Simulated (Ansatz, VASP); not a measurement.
## One calculation of PtSe2, two programs

File INCAR:

```
PREC     = Accurate       # precision mode
ENCUT    = 520            # plane-wave cutoff, eV
EDIFF    = 1E-6           # SCF threshold, eV
ISMEAR   = -1             # smearing method
SIGMA    = 0.05           # smearing width, eV
LREAL    = False          # projectors in reciprocal space
LASPH    = True           # aspherical terms in the spheres
NELM     = 150            # most SCF steps
ALGO     = Normal         # electronic algorithm
ISIF     = 2              # what is computed and relaxed
LWAVE    = False          # write WAVECAR
LCHARG   = False          # write CHGCAR
MAGMOM   = 0 0 0 0 0 0 0 0 0 # initial moments
LORBIT   = 11             # projections on sites
LSORBIT  = True           # spin-orbit coupling
GGA_COMPAT= False        
LORBMOM  = True         
LMAXMIX  = 4              # l up to which the mixer works
GGA      = PS             # functional
NBANDS   = 35             # bands
```

The input KPOINTS:

```
regular mesh
0
Gamma
  8 8 5
```

File POSCAR:

```
PtSe2
1.0
    3.7240000000      0.0000000000      0.0000000000
   -1.8620000000      3.2250786037      0.0000000000
    0.0000000000      0.0000000000      5.0620000000
Pt Se
1 2
Direct
    0.0000000000      0.0000000000      0.0000000000
    0.6666666667      0.3333333333      0.7500000000
    0.3333333333      0.6666666667      0.2500000000
```

Contents of input.yaml:

```yaml
crystal:
  lattice:
    - [3.724, 0.0, 0.0]
    - [-1.862, 3.2250786037, 0.0]
    - [0.0, 0.0, 5.062]
  atoms:
    - { symbol: Pt, position: [0.0, 0.0, 0.0] }
    - { symbol: Se, position: [0.6666666667, 0.3333333333, 0.75] }
    - { symbol: Se, position: [0.3333333333, 0.6666666667, 0.25] }
hamiltonian:
  xc: pbesol
  pseudopotentials: { kind: paw_fr }
magnetization:
  noncollinear: true
  spin_orbit: true
kpoints:
  mp_grid: { grid: [8, 8, 5] }
  band_path:
    path:
      - [[0.0, 0.0, 0.0], [0.5, 0.0, 0.0], [0.3333333333, 0.3333333333, 0.0], [0.0, 0.0, 0.0], [0.0, 0.0, 0.5], [0.5, 0.0, 0.5], [0.3333333333, 0.3333333333, 0.5], [0.0, 0.0, 0.5]]
      - [[0.5, 0.0, 0.5], [0.5, 0.0, 0.0]]
      - [[0.3333333333, 0.3333333333, 0.0], [0.3333333333, 0.3333333333, 0.5]]
    npoints: 14
scf:
  occupations: { method: fermi_dirac, width: 0.05 }
  n_extra_bands: 7
output:
  forces: true
  stress: true
  eigenvalues: true
  fatbands: false
```

Alike in both runs: functional PBEsol; k mesh 8 × 8 × 5; occupations fermi-dirac, width 0.05 eV; non-collinear spin, spin-orbit coupling.

```csv
,VASP,Ansatz
version,VASP 6.6.1,Ansatz 0.2.0
potentials or method,"VASP PAW PBE potentials, release 64 (Pt, Se)",Ansatz PAW
plane-wave cutoff (eV),520,420
valence electrons in the cell,22,50
task,single point,band structure
```

```tsv
	VASP	Ansatz	Ansatz less VASP
pressure (GPa)	2.4	2.2	-0.21
traceless stress, the component that is largest in VASP (GPa)	-0.85	-0.78	+0.068
rms of the force components (eV/Å)	0.181	0.164	-0.0163
net moment per atom (μB)	0.00	0.00	0.000
```

VASP's potentials were made for PBE, not for PBEsol. Atom by atom the forces differ by 0.016 eV/Å (rms over components). The functional is the same, so the differences come from potentials, cutoffs and numerics. VASP's potentials hold 22 valence electrons a cell and Ansatz's 50, so a difference there can come from the potentials and not from the codes.
